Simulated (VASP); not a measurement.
Here is a VASP 6.6.1 calculation.

File POSCAR:

```
Ba2TeS
1.0
    4.5669412718      0.0000000000      0.0000000000
    0.0000000000      4.7926763268      0.0000000000
    0.0000000000      0.0000000000      6.7839702396
S Ba Te
1 2 1
Direct
    0.0000000000      0.0000000000      0.0000000000
    0.0000000000      0.0000000000      0.5000000000
    0.5000000000      0.5000000000      0.0000000000
    0.5000000000      0.5000000000      0.5000000000
```

The input INCAR.step1:

```
SYSTEM = Ba2TeS
PREC = Accurate
ENCUT = 520
ISMEAR = 0
SIGMA = 0.01
LREAL = .False.
LASPH = .True.
NELM = 100
NBANDS = 24
GGA = PE
ALGO = Normal
EDIFF = 1E-4
LWAVE = .True.
LCHARG = .False.
```

INCAR.step2

```
SYSTEM = Ba2TeS
PREC = Accurate
ENCUT = 520
EDIFF = 1E-7
ISMEAR = 0
SIGMA = 0.01
LREAL = .False.
LASPH = .True.
NELM = 100
ALGO = Normal
ISIF = 2
LWAVE = .False.
LCHARG = .True.
METAGGA = R2SCAN
LMIXTAU = .True.
LELF = .True.
LVHAR = .True.
NBANDS = 24
ISTART = 1
```

KPOINTS

```
Automatic mesh
0
Gamma
  6 6 4
  0 0 0
```

Potentials or basis: VASP PAW PBE potentials, release 64 (S, Ba_sv, Te).

Command:

```bash
$ cat potpaw_PBE.64/S/POTCAR potpaw_PBE.64/Ba_sv/POTCAR potpaw_PBE.64/Te/POTCAR > POTCAR
$ cp INCAR.step1 INCAR
$ mpirun -np 1 vasp_std > vasp.out
$ cp INCAR.step2 INCAR
$ mpirun -np 1 vasp_std > vasp.out
```

Question: What does it give for the pressure?

Answer: 2.4 GPa.

Question: Predict the band gap on the k mesh.

Answer: 1.81 eV, direct.

Stress tensor (GPa, compression positive):
```
3.87 0.00 0.00
0.00 2.45 0.00
0.00 0.00 0.96
```

Caveat: the cell differs from its parent crystal (uniaxial x strain -4.7%); the PAW data sets were made with another functional, which shifts forces and pressure a little; spin-orbit coupling is left out, which moves the levels of the heavy elements. A k mesh can miss the band edges.
